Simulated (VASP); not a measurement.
# TiC (R-3m) in VASP: a series of runs, part 2 of 2

VASP 6.6.1.

**4. Electric field gradients, PBEsol (equal xy, yz and zx shear strains of +1 %)**

The input, INCAR:

```
SYSTEM = TiC
ALGO = Normal ; EDIFF = 1E-8
ENCUT = 520 ; GGA = PS
ISIF = 2 ; ISMEAR = -1
LASPH = .TRUE. ; LCHARG = .FALSE.
LEFG = .TRUE. ; LREAL = .FALSE.
LWAVE = .FALSE. ; NBANDS = 15
NELM = 60 ; PREC = Accurate
SIGMA = 0.03
```

The input, KPOINTS:

```
k-points
0
G
  16 16 16
  0 0 0
```

The input, POSCAR:

```
TiC
1.0
    0.0216400000      2.1748200000      2.1748200000
    2.1748200000      0.0216400000      2.1748200000
    2.1748200000      2.1748200000      0.0216400000
Ti C
1 1
Direct
    0.0000000000      0.0000000000      0.0000000000
    0.5000000000      0.5000000000      0.5000000000
```

Potentials or basis: VASP PAW PBE potentials, release 64 (Ti_sv, C).

Launch:

```sh
> cat potpaw_PBE.64/Ti_sv/POTCAR potpaw_PBE.64/C/POTCAR > POTCAR
> mpirun -np 1 vasp_std > vasp.out
```

OUTCAR:

```text
SYSTEM = TiC
   EDIFF = 1E-8
   ENCUT = 520
   GGA = PS
   ISIF = 2
   ISMEAR = -1
   LASPH = .TRUE.
   LREAL = .FALSE.
   NELM = 60
   PREC = Accurate

 ion  position               nearest neighbor table
   1  0.000  0.000  0.000-   2 2.16   2 2.16   2 2.16   2 2.16   2 2.16   2 2.16
   2  0.500  0.500  0.500-   1 2.16   1 2.16   1 2.16   1 2.16   1 2.16   1 2.16

  LATTYP: Found a trigonal (rhomboedric) cell.
 ALAT       =     3.0757360671
 COS(alpha) =     0.5099250056

  Lattice vectors:

 A1 = (   0.0216400000,   2.1748200000,   2.1748200000)
 A2 = (   2.1748200000,   0.0216400000,   2.1748200000)
 A3 = (   2.1748200000,   2.1748200000,   0.0216400000)

Analysis of symmetry for initial positions (statically):
=====================================================================
 Subroutine PRICEL returns:
 Original cell was already a primitive cell.

 Routine SETGRP: Setting up the symmetry group for a
 trigonal (rhombohedral) supercell.

 Subroutine GETGRP returns: Found 12 space group operations
 (whereof 12 operations were pure point group operations)
 out of a pool of 12 trial point group operations.

The static configuration has the point symmetry D_3d.

Analysis of symmetry for dynamics (positions and initial velocities):
=====================================================================
 Subroutine PRICEL returns:
 Original cell was already a primitive cell.

 Routine SETGRP: Setting up the symmetry group for a
 trigonal (rhombohedral) supercell.

 Subroutine GETGRP returns: Found 12 space group operations
 (whereof 12 operations were pure point group operations)
 out of a pool of 12 trial point group operations.

[... 576 lines left out ...]
      7       9.2599      1.77324
      8       9.3377      0.73767
      9      10.0616      0.00000
     10      10.6940      0.00000
     11      11.6154      0.00000
     12      12.2131      0.00000
     13      13.0527      0.00000
     14      20.2507      0.00000
     15      23.3670      0.00000

 [... further k-points ...]

------------------------ aborting loop because EDIFF is reached ----------------------------------------

  FORCE on cell =-STRESS in cart. coord.  units (eV):
  Direction    XX          YY          ZZ          XY          YZ          ZX
  --------------------------------------------------------------------------------------
  -------------------------------------------------------------------------------------
  Total       -0.7418413     -0.7418413     -0.7418413     -0.2040738     -0.2040738     -0.2040738
  in kB      -58.6478775    -58.6478775    -58.6478775    -16.1334956    -16.1334956    -16.1334956
  external PRESSURE =     -58.6478775 kB  Pullay stress =       0.0000000 kB

 VOLUME and BASIS-vectors are now :
 -----------------------------------------------------------------------------
  energy-cutoff  :      520.00
  volume of cell :       20.27
      direct lattice vectors                 reciprocal lattice vectors
     0.021640000  2.174820000  2.174820000    -0.233364255  0.231065100  0.231065100
     2.174820000  0.021640000  2.174820000     0.231065100 -0.233364255  0.231065100
     2.174820000  2.174820000  0.021640000     0.231065100  0.231065100 -0.233364255

 POSITION                                       TOTAL-FORCE (eV/Angst)
 -----------------------------------------------------------------------------------
      0.00000      0.00000      0.00000        -0.000000      0.000000      0.000000
      2.18564      2.18564      2.18564         0.000000     -0.000000     -0.000000
 -----------------------------------------------------------------------------------
    total drift:                                0.000000     -0.000000     -0.000000

  FREE ENERGIE OF THE ION-ELECTRON SYSTEM (eV)
  ---------------------------------------------------
  free  energy   TOTEN  =       -19.7905163958 eV

  energy  without entropy=      -19.7893790129  energy(sigma->0) =      -19.78994770

 Electric field gradients (V/A^2)
---------------------------------------------------------------------
 ion       V_xx      V_yy      V_zz      V_xy      V_xz      V_yz
---------------------------------------------------------------------
   1      -0.000     0.000    -0.000    -0.222    -0.222    -0.222
   2       0.000     0.000     0.000    -0.545    -0.545    -0.545
---------------------------------------------------------------------

 Electric field gradients after diagonalization (V/A^2)
 (convention: |V_zz| > |V_xx| > |V_yy|)
----------------------------------------------------------------------
 ion       V_xx      V_yy      V_zz     asymmetry (V_yy - V_xx)/ V_zz
----------------------------------------------------------------------
   1       0.222     0.222    -0.443       0.000
   2       0.545     0.545    -1.091       0.000
----------------------------------------------------------------------

           NMR quadrupolar parameters

 Cq : quadrupolar parameter    Cq=e*Q*V_zz/h
 eta: asymmetry parameters     (V_yy - V_xx)/ V_zz
 Q  : nuclear electric quadrupole moment in mb (millibarn)
----------------------------------------------------------------------
 ion       Cq(MHz)       eta       Q (mb)
----------------------------------------------------------------------
   1      -0.001       0.000       1.000
   2      -0.003       0.000       1.000
----------------------------------------------------------------------
```

OSZICAR:

```text
N       E                     dE             d eps       ncg     rms          rms(c)
DAV:   1     0.116855149303E+03    0.11686E+03   -0.79520E+03 12546   0.128E+03
DAV:   2    -0.177037199784E+02   -0.13456E+03   -0.12618E+03 13336   0.335E+02
DAV:   3    -0.249667725890E+02   -0.72631E+01   -0.71279E+01 16309   0.766E+01
DAV:   4    -0.252056156870E+02   -0.23884E+00   -0.23862E+00 15531   0.128E+01
DAV:   5    -0.252116291853E+02   -0.60135E-02   -0.60125E-02 16499   0.179E+00    0.184E+01
DAV:   6    -0.203796870611E+02    0.48319E+01   -0.11195E+01 17847   0.559E+01    0.669E+00
DAV:   7    -0.198349178025E+02    0.54477E+00   -0.19555E+00 14695   0.197E+01    0.499E+00
DAV:   8    -0.198024679584E+02    0.32450E-01   -0.11059E-01 14334   0.373E+00    0.311E+00
DAV:   9    -0.197949244993E+02    0.75435E-02   -0.92996E-02 16184   0.389E+00    0.847E-01
DAV:  10    -0.197927725179E+02    0.21520E-02   -0.10816E-02 17142   0.146E+00    0.676E-01
DAV:  11    -0.197905862863E+02    0.21862E-02   -0.36362E-03 14463   0.845E-01    0.142E-01
DAV:  12    -0.197905295952E+02    0.56691E-04   -0.28266E-04 14862   0.162E-01    0.492E-02
DAV:  13    -0.197905166046E+02    0.12991E-04   -0.29839E-05 15261   0.446E-02    0.608E-03
DAV:  14    -0.197905166781E+02   -0.73490E-07   -0.74042E-07 15103   0.691E-03    0.445E-03
DAV:  15    -0.197905164254E+02    0.25270E-06   -0.24304E-07 16452   0.821E-03    0.176E-03
DAV:  16    -0.197905163809E+02    0.44536E-07   -0.38581E-08 13690   0.235E-03    0.522E-04
DAV:  17    -0.197905163918E+02   -0.10926E-07   -0.20074E-09  8369   0.465E-04    0.116E-04
DAV:  18    -0.197905163958E+02   -0.40018E-08   -0.60928E-10  7361   0.267E-04
   1 F= -.19790516E+02 E0= -.19789948E+02  d E =-.113738E-02
```

Run time: 94 s. Hardware: 1 thread of Intel Xeon Platinum 8375C at 2.90GHz (Ice Lake), shared host; peak memory 0.24 GiB.

What came out:

```yaml
Free_energy: -19.7905 eV
Pressure: -5.9 GPa
Band_gap_on_the_k_mesh: zero (band 8 reaches 10.04 eV, above the bottom of band 9 at 8.98 eV)
```

Stress tensor (GPa, compression positive):
```
-5.86 -1.61 -1.61
-1.61 -5.86 -1.61
-1.61 -1.61 -5.86
```

Levels at points of the mesh, in eV from the Fermi level:
```tsv
k point	band 6	band 7	band 8	band 9	band 10	band 11
(0.00, 0.00, 0.00)	0.58	0.72	0.72	1.63	1.74	1.74
(0.50, 0.00, 0.00)	-5.87	-2.99	-2.85	2.89	3.00	4.16
(0.50, 0.50, 0.00)	-3.44	-1.67	-0.08	0.06	2.75	3.54
(0.50, 0.50, 0.50)	-5.88	-2.81	-2.81	2.90	2.90	4.06
```

Electric field gradients, principal values (V/Å²):
```
atom  least  middle  greatest (by size)
1 Ti  0.222   0.222              -0.443
 2 C  0.545   0.545              -1.091
```

Caveat: the cell differs from its parent crystal (equal xy, yz and zx shear strains of +1 %); without QUAD_EFG the Cq values of the log hold for a quadrupole moment of 1 mb, not for the nuclei; the PAW data sets were made with another functional, which shifts forces and pressure a little.

**5. Electric field gradients, PBEsol (equal xy, yz and zx shear strains of +3 %)**

The input, INCAR:

```
SYSTEM = TiC
  ALGO = Normal
  EDIFF = 1E-8
  ENCUT = 520
  GGA = PS
  ISIF = 2
  ISMEAR = -1
  LASPH = .TRUE.
  LCHARG = .FALSE.
  LEFG = .TRUE.
  LREAL = .FALSE.
  LWAVE = .FALSE.
  NBANDS = 15
  NELM = 60
  PREC = Accurate
  SIGMA = 0.03
```

KPOINTS is that of step 4.

The input, POSCAR:

```
TiC
1.0
    0.0649200000      2.1964600000      2.1964600000
    2.1964600000      0.0649200000      2.1964600000
    2.1964600000      2.1964600000      0.0649200000
Ti C
1 1
Direct
    0.0000000000      0.0000000000      0.0000000000
    0.5000000000      0.5000000000      0.5000000000
```

Potentials or basis: VASP PAW PBE potentials, release 64 (Ti_sv, C).

Launch:

```sh
> cat potpaw_PBE.64/Ti_sv/POTCAR potpaw_PBE.64/C/POTCAR > POTCAR
> mpirun -np 1 vasp_std > vasp.out
```

OUTCAR:

```text
SYSTEM = TiC
   EDIFF = 1E-8
   ENCUT = 520
   GGA = PS
   ISIF = 2
   ISMEAR = -1
   LASPH = .TRUE.
   LREAL = .FALSE.
   NELM = 60
   PREC = Accurate

 ion  position               nearest neighbor table
   1  0.000  0.000  0.000-   2 2.16   2 2.16   2 2.16   2 2.16   2 2.16   2 2.16
   2  0.500  0.500  0.500-   1 2.16   1 2.16   1 2.16   1 2.16   1 2.16   1 2.16

  LATTYP: Found a trigonal (rhomboedric) cell.
 ALAT       =     3.1069418517
 COS(alpha) =     0.5293254421

  Lattice vectors:

 A1 = (   0.0649200000,   2.1964600000,   2.1964600000)
 A2 = (   2.1964600000,   0.0649200000,   2.1964600000)
 A3 = (   2.1964600000,   2.1964600000,   0.0649200000)

Analysis of symmetry for initial positions (statically):
=====================================================================
 Subroutine PRICEL returns:
 Original cell was already a primitive cell.

 Routine SETGRP: Setting up the symmetry group for a
 trigonal (rhombohedral) supercell.

[... 621 lines left out ...]
     0.064920000  2.196460000  2.196460000    -0.237988287  0.231156087  0.231156087
     2.196460000  0.064920000  2.196460000     0.231156087 -0.237988287  0.231156087
     2.196460000  2.196460000  0.064920000     0.231156087  0.231156087 -0.237988287

 POSITION                                       TOTAL-FORCE (eV/Angst)
 -----------------------------------------------------------------------------------
      0.00000      0.00000      0.00000         0.000000      0.000000     -0.000000
      2.22892      2.22892      2.22892         0.000000     -0.000000      0.000000
 -----------------------------------------------------------------------------------
    total drift:                                0.000000     -0.000000     -0.000000

  FREE ENERGIE OF THE ION-ELECTRON SYSTEM (eV)
  ---------------------------------------------------
  free  energy   TOTEN  =       -19.7656658280 eV

  energy  without entropy=      -19.7650229280  energy(sigma->0) =      -19.76534438

 Electric field gradients (V/A^2)
---------------------------------------------------------------------
 ion       V_xx      V_yy      V_zz      V_xy      V_xz      V_yz
---------------------------------------------------------------------
   1      -0.000    -0.000     0.000    -0.166    -0.166    -0.166
   2       0.000     0.000    -0.000    -1.303    -1.303    -1.303
---------------------------------------------------------------------

 Electric field gradients after diagonalization (V/A^2)
 (convention: |V_zz| > |V_xx| > |V_yy|)
----------------------------------------------------------------------
 ion       V_xx      V_yy      V_zz     asymmetry (V_yy - V_xx)/ V_zz
----------------------------------------------------------------------
   1       0.166     0.166    -0.332       0.000
   2       1.303     1.303    -2.607       0.000
----------------------------------------------------------------------

           NMR quadrupolar parameters

 Cq : quadrupolar parameter    Cq=e*Q*V_zz/h
 eta: asymmetry parameters     (V_yy - V_xx)/ V_zz
 Q  : nuclear electric quadrupole moment in mb (millibarn)
----------------------------------------------------------------------
 ion       Cq(MHz)       eta       Q (mb)
----------------------------------------------------------------------
   1      -0.001       0.000       1.000
   2      -0.006       0.000       1.000
----------------------------------------------------------------------
```

OSZICAR:

```text
N       E                     dE             d eps       ncg     rms          rms(c)
DAV:   1     0.116676328007E+03    0.11668E+03   -0.79377E+03 12568   0.128E+03
DAV:   2    -0.176118078730E+02   -0.13429E+03   -0.12545E+03 13427   0.334E+02
DAV:   3    -0.249413148159E+02   -0.73295E+01   -0.72043E+01 16176   0.768E+01
DAV:   4    -0.251704875606E+02   -0.22917E+00   -0.22894E+00 15766   0.126E+01
DAV:   5    -0.251765214874E+02   -0.60339E-02   -0.60323E-02 16173   0.182E+00    0.184E+01
DAV:   6    -0.203765848481E+02    0.47999E+01   -0.11143E+01 17870   0.560E+01    0.674E+00
DAV:   7    -0.198101993556E+02    0.56639E+00   -0.19207E+00 14715   0.199E+01    0.500E+00
DAV:   8    -0.197766822256E+02    0.33517E-01   -0.11303E-01 14536   0.383E+00    0.305E+00
DAV:   9    -0.197700113267E+02    0.66709E-02   -0.91484E-02 16423   0.381E+00    0.849E-01
DAV:  10    -0.197679013420E+02    0.21100E-02   -0.10211E-02 16821   0.143E+00    0.675E-01
DAV:  11    -0.197657184412E+02    0.21829E-02   -0.37609E-03 14358   0.870E-01    0.119E-01
DAV:  12    -0.197656765988E+02    0.41842E-04   -0.25552E-04 14953   0.156E-01    0.448E-02
DAV:  13    -0.197656661255E+02    0.10473E-04   -0.20404E-05 15401   0.374E-02    0.527E-03
DAV:  14    -0.197656660675E+02    0.57951E-07   -0.51898E-07 14772   0.677E-03    0.371E-03
DAV:  15    -0.197656658464E+02    0.22108E-06   -0.19363E-07 17276   0.758E-03    0.139E-03
DAV:  16    -0.197656658129E+02    0.33535E-07   -0.32759E-08 13292   0.211E-03    0.426E-04
DAV:  17    -0.197656658230E+02   -0.10112E-07   -0.11286E-09  7935   0.340E-04    0.889E-05
DAV:  18    -0.197656658280E+02   -0.49406E-08   -0.33645E-10  7116   0.221E-04
   1 F= -.19765666E+02 E0= -.19765344E+02  d E =-.642900E-03
```

It took 99 s on 1 thread of Intel Xeon Platinum 8375C at 2.90GHz (Ice Lake), shared host; peak memory 0.25 GiB.

What came out:

* Free energy: -19.7657 eV
* Pressure: -5.7 GPa
* Band gap on the k mesh: zero (band 8 reaches 10.13 eV, above the bottom of band 9 at 9.08 eV)

Stress tensor (GPa, compression positive):
```
-5.69 -5.20 -5.20
-5.20 -5.69 -5.20
-5.20 -5.20 -5.69
```

Levels at points of the mesh, in eV from the Fermi level:
```
           k point  band 6  band 7  band 8  band 9  band 10  band 11
(0.00, 0.00, 0.00)    0.36    0.78    0.78    1.43     1.74     1.74
(0.50, 0.00, 0.00)   -5.90   -3.20   -2.79    2.73     3.10     4.23
(0.50, 0.50, 0.00)   -3.47   -1.70   -0.23    0.16     2.72     3.51
(0.50, 0.50, 0.50)   -5.92   -2.65   -2.65    2.81     2.81     3.90
```

Electric field gradients, principal values (V/Å²):
```tsv
atom	least	middle	greatest (by size)
1 Ti	0.166	0.166	-0.332
2 C	1.303	1.303	-2.607
```

Caveat: the cell differs from its parent crystal (equal xy, yz and zx shear strains of +3 %); without QUAD_EFG the Cq values of the log hold for a quadrupole moment of 1 mb, not for the nuclei; the PAW data sets were made with another functional, which shifts forces and pressure a little.

**6. Summary**

| cell | gap on the mesh (eV) | pressure (GPa) |
| --- | --- | --- |
| a = 3.030 Å, angles 61.3°, 2 atoms | none | -5.8 |
| a = 3.076 Å, angles 59.3°, 2 atoms | none | -5.9 |
| a = 3.107 Å, angles 58.0°, 2 atoms | none | -5.7 |

Alike in all rows: task electric field gradients; level PBEsol; potentials or basis VASP PAW PBE potentials, release 64 (Ti_sv, C); no spin polarisation; k mesh 16 × 16 × 16; cutoff (eV) 520; smearing fermi-dirac 0.03 eV.

Caveats: the PAW data sets were made with another functional, which shifts forces and pressure a little.

Total energies depend on the potentials used, so only differences within one code and one set of settings carry meaning.
